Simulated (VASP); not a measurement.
# ZnO (scanat) (P6_3mc) in VASP: single point with r2SCAN

Aim: the single point of ZnO (scanat) with r2SCAN.

Program: VASP 6.6.1. These are calculated values, not measurements. Logs are shortened: lines on timing, memory, paths and dates and some standing lists are left out, and cuts for length are marked.

**What was measured.**

“Electronic structure of alkaline earth and post-transition metal oxides”, 2009, arxiv:0908.1581 quotes, for a bulk crystal of ZnO: band gap 3.37 eV.

How close the calculation comes is told below.

**1. The cell of the first run**

Symmetry: P6_3mc, No. 186, hexagonal system. Conventional cell: a = 3.231 Å, b = 3.231 Å, c = 5.215 Å, α = 90.00°, β = 90.00°, γ = 120.00°. Within 2.6 Å of Zn (site symmetry 3m) lie 4 O at 1.97 to 1.98 Å. O (site symmetry 3m) has 4 Zn at 1.97 to 1.98 Å within 2.6 Å.

**2. Single point, r2SCAN**

POSCAR reads:

```
ZnO
1.0
    3.2309721498      0.0000000000      0.0000000000
   -1.6154860749      2.7981039606      0.0000000000
    0.0000000000      0.0000000000      5.2154102488
Zn O
2 2
Direct
    0.3333333333      0.6666666667      0.0020260005
    0.6666666667      0.3333333333      0.5020260005
    0.3333333333      0.6666666667      0.3809739995
    0.6666666667      0.3333333333      0.8809739995
```

INCAR.step1 reads:

```
SYSTEM = ZnO
ALGO = Normal
EDIFF = 1E-4
ENCUT = 520
GGA = PE
ISMEAR = 0
LASPH = .TRUE.
LCHARG = .FALSE.
LREAL = .FALSE.
LWAVE = .TRUE.
NBANDS = 26
NELM = 80
PREC = Accurate
SIGMA = 0.02
```

INCAR.step2 reads:

```
SYSTEM = ZnO
ALGO = Normal
EDIFF = 1E-6
ENCUT = 520
ISIF = 2
ISMEAR = 0
ISTART = 1
LASPH = .TRUE.
LCHARG = .FALSE.
LMIXTAU = .TRUE.
LREAL = .FALSE.
LWAVE = .FALSE.
METAGGA = R2SCAN
NBANDS = 26
NELM = 80
PREC = Accurate
SIGMA = 0.02
```

KPOINTS reads:

```
k-points
0
G
  9 9 6
  0 0 0
```

Potentials or basis: VASP PAW PBE potentials, release 64 (Zn, O).

On the command line:

```bash
cat potpaw_PBE.64/Zn/POTCAR potpaw_PBE.64/O/POTCAR > POTCAR
cp INCAR.step1 INCAR
mpirun -np 1 vasp_std > vasp.out
cp INCAR.step2 INCAR
mpirun -np 1 vasp_std > vasp.out
```

OUTCAR:

```text
SYSTEM = ZnO
   EDIFF = 1E-6
   ENCUT = 520
   ISIF = 2
   ISMEAR = 0
   ISTART = 1
   LASPH = .TRUE.
   LREAL = .FALSE.
   METAGGA = R2SCAN
   NELM = 80
   PREC = Accurate

 ion  position               nearest neighbor table
   1  0.333  0.667  0.002-   4 1.97   4 1.97   4 1.97   3 1.98
   2  0.667  0.333  0.502-   3 1.97   3 1.97   3 1.97   4 1.98
   3  0.333  0.667  0.381-   2 1.97   2 1.97   2 1.97   1 1.98
   4  0.667  0.333  0.881-   1 1.97   1 1.97   1 1.97   2 1.98

  LATTYP: Found a hexagonal cell.
 ALAT       =     3.2309721498
 C/A-ratio  =     1.6141922638

  Lattice vectors:

 A1 = (   3.2309721498,   0.0000000000,   0.0000000000)
 A2 = (  -1.6154860749,   2.7981039606,   0.0000000000)
 A3 = (   0.0000000000,   0.0000000000,   5.2154102488)

Analysis of symmetry for initial positions (statically):
=====================================================================
 Subroutine PRICEL returns:
 Original cell was already a primitive cell.

 Routine SETGRP: Setting up the symmetry group for a
 hexagonal supercell.

 Subroutine GETGRP returns: Found 12 space group operations
 (whereof  6 operations were pure point group operations)
 out of a pool of 24 trial point group operations.

The static configuration has the point symmetry C_3v.
 The point group associated with its full space group is C_6v.

Analysis of symmetry for dynamics (positions and initial velocities):
=====================================================================
 Subroutine PRICEL returns:
 Original cell was already a primitive cell.

 Routine SETGRP: Setting up the symmetry group for a
 hexagonal supercell.

 Subroutine GETGRP returns: Found 12 space group operations
 (whereof  6 operations were pure point group operations)
 out of a pool of 24 trial point group operations.

The dynamic configuration has the point symmetry C_3v.
 The point group associated with its full space group is C_6v.

 Subroutine INISYM returns: Found 12 space group operations
 (whereof  6 operations are pure point group operations),
 and found     1 'primitive' translations

----------------------------------------------------------------------------------------

                                     Primitive cell

  volume of cell :      47.1504

  direct lattice vectors                    reciprocal lattice vectors
     3.230972150  0.000000000  0.000000000     0.309504370  0.178692431  0.000000000
    -1.615486075  2.798103961  0.000000000     0.000000000  0.357384863  0.000000000
     0.000000000  0.000000000  5.215410249     0.000000000  0.000000000  0.191739471

  length of vectors
     3.230972150  3.230972150  5.215410249     0.357384863  0.357384863  0.191739471

  position of ions in fractional coordinates (direct lattice)
     0.333333333  0.666666667  0.002026001
     0.666666667  0.333333333  0.502026001
     0.333333333  0.666666667  0.380973999
     0.666666667  0.333333333  0.880973999

  ion indices of the primitive-cell ions
   primitive index   ion index
                 1           1
                 2           2
                 3           3
                 4           4

----------------------------------------------------------------------------------------

 KPOINTS: k-points

Automatic generation of k-mesh.
 Grid dimensions read from file:
 generate k-points for:    9    9    6

 Generating k-lattice:

  Cartesian coordinates                     Fractional coordinates (reciprocal lattice)
     0.034389374  0.019854715  0.000000000     0.111111111 -0.000000000  0.000000000
     0.000000000  0.039709429  0.000000000     0.000000000  0.111111111  0.000000000
     0.000000000  0.000000000  0.031956578     0.000000000  0.000000000  0.166666667

  Length of vectors
     0.039709429  0.039709429  0.031956578

  Shift w.r.t. Gamma in fractional coordinates (k-lattice)
     0.000000000  0.000000000  0.000000000

 Subroutine IBZKPT returns following result:
 ===========================================

 Found     48 irreducible k-points:

 Following reciprocal coordinates:
            Coordinates               Weight
  0.000000  0.000000  0.000000      1.000000
  0.111111  0.000000  0.000000      6.000000
  0.222222  0.000000  0.000000      6.000000
  0.333333  0.000000  0.000000      6.000000
  0.444444  0.000000  0.000000      6.000000
  0.111111  0.111111  0.000000      6.000000
[... 16 lines left out ...]
  0.333333  0.222222  0.166667     24.000000
  0.333333  0.333333  0.166667      4.000000
 [... further k-points ...]
   k-points           NKPTS =     48   k-points in BZ     NKDIM =     48   number of bands    NBANDS=     26
   number of dos      NEDOS =    301   number of ions     NIONS =      4
   total plane-waves  NPLWV =  23040
   dimension x,y,z NGX =    24 NGY =   24 NGZ =   40
   dimension x,y,z NGXF=    48 NGYF=   48 NGZF=   80
   ions per type =               2   2
   NGX,Y,Z   is equivalent  to a cutoff of  12.35, 12.35, 12.75 a.u.
   NGXF,Y,Z  is equivalent  to a cutoff of  24.70, 24.70, 25.50 a.u.
 SYSTEM =  ZnO
   PREC   = accura    normal or accurate (medium, high low for compatibility)
   ISTART =      1    job   : 0-new  1-cont  2-samecut
   ICHARG =      0    charge: 1-file 2-atom 10-const
   ISPIN  =      1    spin polarized calculation?
   LNONCOLLINEAR =      F non collinear calculations
   LSORBIT =      F    spin-orbit coupling
   LASPH  =      T    aspherical Exc in radial PAW
   ENCUT  =  520.0 eV  38.22 Ry    6.18 a.u.   6.01  6.01  9.70*2*pi/ulx,y,z
   NELM   =     80;   NELMIN=  2; NELMDL=  0     # of ELM steps
   EDIFF  = 0.1E-05   stopping-criterion for ELM
   LREAL  =      F    real-space projection
   EDIFFG = 0.1E-04   stopping-criterion for IOM
   NSW    =      0    number of steps for IOM
   IBRION =     -1    ionic relax: 0-MD 1-quasi-New 2-CG
   NFREE  =      0    steps in history (QN), initial steepest desc. (CG)
   ISIF   =      2    stress and relaxation
   ISYM   =      2    0-nonsym 1-usesym 2-fastsym
   POTIM  = 0.5000    time-step for ionic-motion
   TEBEG  =    0.0;   TEEND  =   0.0 temperature during run
   PSTRESS=    0.0 pullay stress
   NELECT =      36.0000    total number of electrons
   NUPDOWN=      -1.0000    fix difference up-down
   EMIN   =  10.00;   EMAX   =-10.00  energy-range for DOS
   EFERMI =   0.00;   METHOD = LEGACY
   ISMEAR =     0;   SIGMA  =   0.02  broadening in eV -4-tet -1-fermi 0-gaus
   EFERMI_NEDOS =   21; number of points for ismear=-14 and -15
   IALGO  =     38    algorithm
   IMIX   =      4    mixing-type and parameters
     AMIX     =   0.40;   BMIX     =  1.00
     AMIX_MAG =   1.60;   BMIX_MAG =  1.00
  volume/ion in A,a.u.               =      11.79        79.55
  Fermi-wavevector in a.u.,A,eV,Ry     =   1.496283  2.827565 30.461589  2.238864
  Thomas-Fermi vector in A             =   2.608320
   LORBIT       =      0    0 simple, 1 ext, 2 COOP (PROOUT), +10 PAW based schemes
   METAGGA = R2SCAN    functional components
   LHFCALC =     F    Hartree Fock is set to
   AEXX    =    0.0000 exact exchange contribution
   IVDW    =     0    specifies the selected vdW correction
   LEPSILON=     F    determine dielectric tensor
   LRPA    =     F    only Hartree local field effects (RPA)
 non-spin polarized calculation
 Gauss-broadening in eV      SIGMA  =   0.02
  energy-cutoff  :      520.00
  volume of cell :       47.15
 maximum number of plane-waves:      1290
   NGX = 13   NGY = 13   NGZ = 19

 number of electron      36.0000027 magnetization

 Free energy of the ion-electron system (eV)
  ---------------------------------------------------
  ext. energy  EPLUGINS =         0.00000000
  ---------------------------------------------------
  free energy    TOTEN  =       -36.31575199 eV

  energy without entropy =      -36.31575199  energy(sigma->0) =      -36.31575199

 E-fermi :   1.0510     XC(G=0): -11.7172

 val. band max:        0.9369203816   @ k =   0.0000   0.0000   0.0000
 cond. band min:       2.1721071245   @ k =   0.0000   0.0000   0.0000
 fundamental gap:      1.2351867429
 Fermi energy:         1.0509597537

 k-point     1 :       0.0000    0.0000    0.0000
  band No.  band energies     occupation
      1     -18.2253      2.00000
      2     -17.5291      2.00000
      3      -4.9298      2.00000
      4      -4.9298      2.00000
      5      -4.8828      2.00000
      6      -4.8429      2.00000
[... 18 lines left out ...]
     25      16.0857      0.00000
     26      16.0859      0.00000

 k-point     2 :       0.1111    0.0000    0.0000
  band No.  band energies     occupation
      1     -18.1596      2.00000
      2     -17.4998      2.00000
      3      -5.0043      2.00000
      4      -4.8889      2.00000
      5      -4.8406      2.00000
      6      -4.7695      2.00000
[... 18 lines left out ...]
     25      16.0309      0.00000
     26      16.2362      0.00000

 k-point     3 :       0.2222    0.0000    0.0000
  band No.  band energies     occupation
      1     -17.9846      2.00000
      2     -17.4296      2.00000
      3      -5.1478      2.00000
      4      -4.8226      2.00000
      5      -4.7920      2.00000
      6      -4.6810      2.00000
[... 18 lines left out ...]
     25      15.1812      0.00000
     26      16.1526      0.00000

 k-point     4 :       0.3333    0.0000    0.0000
  band No.  band energies     occupation
      1     -17.7628      2.00000
      2     -17.3641      2.00000
      3      -5.2229      2.00000
      4      -4.8645      2.00000
      5      -4.7009      2.00000
      6      -4.4971      2.00000
[... 18 lines left out ...]
     25      15.2103      0.00000
     26      16.0026      0.00000
[... 496 lines left out ...]
      1     -17.6333      2.00000
      2     -17.3642      2.00000
      3      -5.0398      2.00000
      4      -4.9752      2.00000
      5      -4.6146      2.00000
      6      -4.5486      2.00000
[... 18 lines left out ...]
     25      13.5994      0.00000
     26      16.9477      0.00000

 k-point    23 :       0.3333    0.2222    0.1667
  band No.  band energies     occupation
      1     -17.4911      2.00000
      2     -17.3583      2.00000
      3      -4.9959      2.00000
      4      -4.7795      2.00000
      5      -4.6142      2.00000
      6      -4.4328      2.00000
[... 18 lines left out ...]
     25      14.3932      0.00000
     26      16.0529      0.00000

 k-point    24 :       0.3333    0.3333    0.1667
  band No.  band energies     occupation
      1     -17.3994      2.00000
      2     -17.3994      2.00000
      3      -4.9341      2.00000
      4      -4.6418      2.00000
      5      -4.6418      2.00000
      6      -4.3106      2.00000
[... 18 lines left out ...]
     25      15.0417      0.00000
     26      16.3151      0.00000

 [... further k-points ...]
[... 5 lines left out ...]
  --------------------------------------------------------------------------------------
  -------------------------------------------------------------------------------------
  Total        0.3773635      0.3773635      0.3455061      0.0000000      0.0000000      0.0000000
  in kB       12.8228614     12.8228614     11.7403437      0.0000000      0.0000000      0.0000000
  external PRESSURE =      12.4620222 kB  Pullay stress =       0.0000000 kB

 VOLUME and BASIS-vectors are now :
 -----------------------------------------------------------------------------
  energy-cutoff  :      520.00
  volume of cell :       47.15
      direct lattice vectors                 reciprocal lattice vectors
     3.230972150  0.000000000  0.000000000     0.309504370  0.178692431  0.000000000
    -1.615486075  2.798103961  0.000000000     0.000000000  0.357384863  0.000000000
     0.000000000  0.000000000  5.215410249     0.000000000  0.000000000  0.191739471

 POSITION                                       TOTAL-FORCE (eV/Angst)
 -----------------------------------------------------------------------------------
     -0.00000      1.86540      0.01057        -0.000000      0.000000     -0.014376
      1.61549      0.93270      2.61827         0.000000     -0.000000     -0.014376
     -0.00000      1.86540      1.98694        -0.000000     -0.000000      0.014376
      1.61549      0.93270      4.59464        -0.000000     -0.000000      0.014376
 -----------------------------------------------------------------------------------
    total drift:                               -0.000000      0.000000     -0.081085

  FREE ENERGIE OF THE ION-ELECTRON SYSTEM (eV)
  ---------------------------------------------------
  free  energy   TOTEN  =       -36.3157519888 eV

  energy  without entropy=      -36.3157519888  energy(sigma->0) =      -36.31575199
```

It took 4 min on 1 thread of Intel Xeon 8259CL, shared host; peak memory 0.19 GiB.

What came out:

```
Free energy            : -36.3158 eV
Pressure               : 1.2 GPa
Largest force          : 0.014 eV/Å
Band gap on the k mesh : 1.24 eV, direct
```

Forces on the atoms (eV/Å):
```
Zn   0.000  0.000 -0.014
Zn   0.000  0.000 -0.014
O    0.000  0.000  0.014
O    0.000  0.000  0.014
```

Caveat: the PAW data sets were made with another functional, which shifts forces and pressure a little.

**3. How close it comes**

Step 2. Measured gap of ZnO: 3.37 eV (quoted in “Electronic structure of alkaline earth and post-transition metal oxides”, 2009, arxiv:0908.1581). This calculation gives 1.24 eV (-2.13 eV). So large a miss can be the level of theory's own, or it may mean another phase, state or a wrong row. The value is that of r2SCAN, without temperature or zero-point motion.
